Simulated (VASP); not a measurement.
Re:

```
Re
1.0
     2.76080    0.00000    0.00000
    -1.38040    2.39092    0.00000
     0.00000    0.00000    4.45820
Re
2
Direct
  0.66667 0.33333 0.75000
  0.33333 0.66667 0.25000
```

```yaml
Program: VASP 6.6.1
Task: relaxation of cell and atoms
Functional: revPBE
Potentials_or_basis: VASP PAW PBE potentials, release 64 (Re)
Cutoff: 600 eV
k_mesh: 11 × 11 × 6
Occupations: fermi-dirac, width 0.05 eV
Spin: no spin polarisation
```

At the start: pressure 8.4 GPa; volume 14.71 Å³/atom.

Task: How do energy, volume and symmetry change on relaxing?

Result: Over 5 steps the energy falls by 8.4 meV/atom and the volume is 15.04 Å³/atom (+2.2 %); space group P6_3/mmc (No. 194, to 0.1 Å) before and after.

Step by step:
| step | energy change (eV) | largest force (eV/Å) | pressure (GPa) | volume (Å³) |
| --- | --- | --- | --- | --- |
| 1 | 0.0000 | 0.0000 | 8.40 | 29.43 |
| 2 | 0.2268 | 0.0000 | -26.03 | 32.84 |
| 3 | -0.0167 | 0.0000 | -0.31 | 30.11 |
| 4 | -0.0167 | 0.0000 | 0.00 | 30.08 |
| 5 | -0.0167 | 0.0000 | 0.00 | 30.08 |

Final structure:
```
Re
1.0
     2.78031    0.00000    0.00000
    -1.39016    2.40782    0.00000
     0.00000    0.00000    4.49369
Re
2
Direct
  0.66667 0.33333 0.75000
  0.33333 0.66667 0.25000
```

Caveat: the PAW data sets were made with another functional, which shifts forces and pressure a little.
